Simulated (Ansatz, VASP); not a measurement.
SiO2: VASP beside Ansatz

The input INCAR:

```
SYSTEM = SiO2
  PREC = Accurate
  ENCUT = 520
  EDIFF = 1E-7
  ISMEAR = 0
  SIGMA = 0.05
  LREAL = .FALSE.
  LASPH = .TRUE.
  NELM = 100
  ALGO = Normal
  ISIF = 2
  LWAVE = .FALSE.
  LCHARG = .TRUE.
  GGA = PE
  LELF = .TRUE.
  LVHAR = .TRUE.
  NBANDS = 25
```

The input KPOINTS:

```
Automatic mesh
0
G
  6 6 8
  0 0 0
```

Contents of POSCAR:

```
SiO2
1.0
    4.2361165246      0.0000000000      0.0000000000
    0.0000000000      4.2361165246      0.0000000000
    0.0000000000      0.0000000000      2.6904781099
Si O
2 4
Direct
    0.5000000000      0.5000000000      0.4721239137
    0.0000000000      0.0000000000     -0.0278760863
    0.6930152168      0.6930152168      0.0000000000
    0.1930152168      0.8069847832      0.5000000000
    0.3069847832      0.3069847832      0.0000000000
    0.8069847832      0.1930152168      0.5000000000
```

Input for Ansatz:

```yaml
crystal:
  lattice:
    - [4.2361165246, 0.0, 0.0]
    - [0.0, 4.2361165246, 0.0]
    - [0.0, 0.0, 2.6904781099]
  atoms:
    - { symbol: Si, position: [0.5, 0.5, 0.4721239137] }
    - { symbol: Si, position: [0.0, 0.0, -0.0278760863] }
    - { symbol: O, position: [0.6930152168, 0.6930152168, 0.0] }
    - { symbol: O, position: [0.1930152168, 0.8069847832, 0.5] }
    - { symbol: O, position: [0.3069847832, 0.3069847832, 0.0] }
    - { symbol: O, position: [0.8069847832, 0.1930152168, 0.5] }
basis:
  ecutwfc: 420
kpoints:
  mp_grid: { grid: [6, 6, 8] }
hamiltonian:
  xc: pbe
scf:
  occupations: { method: gaussian, width: 0.05 }
output:
  forces: true
  stress: true
  eigenvalues: true
```

Change from the starting cell: all Si atoms moved +0.075 Å, as atom 1 towards its neighbour atom 1 (Si) at 2.690 Å.

Alike in both runs: task single point; functional PBE; k mesh 6 × 6 × 8; occupations gaussian, width 0.05 eV; no spin polarisation.

|  | VASP | Ansatz |
| --- | --- | --- |
| version | VASP 6.6.1 | Ansatz 0.2.0 |
| potentials or method | VASP PAW PBE potentials, release 64 (Si, O), cutoff 520 eV | scalar-relativistic, plane waves, PAW |
| valence electrons in the cell | 32 | 32 |

Ansatz gave:

| Item | Value |
| --- | --- |
| gap on the k mesh at the Fermi level (eV) | 5.01 |
| least direct gap on the mesh (eV) | 5.01 |
| pressure (GPa) | 1.4 |
| traceless stress, the component that is largest in VASP (GPa) | 0.53 |
| rms of the force components (eV/Å) | 0.674 |

**Question.** What did VASP give for the same quantities?

**Answer.** gap on the k mesh at the Fermi level (eV): 4.99; least direct gap on the mesh (eV): 4.99; pressure (GPa): 1.6; traceless stress, the component that is largest in VASP (GPa): 0.98; rms of the force components (eV/Å): 0.687.

Atom by atom the forces differ by 0.016 eV/Å (rms over components).
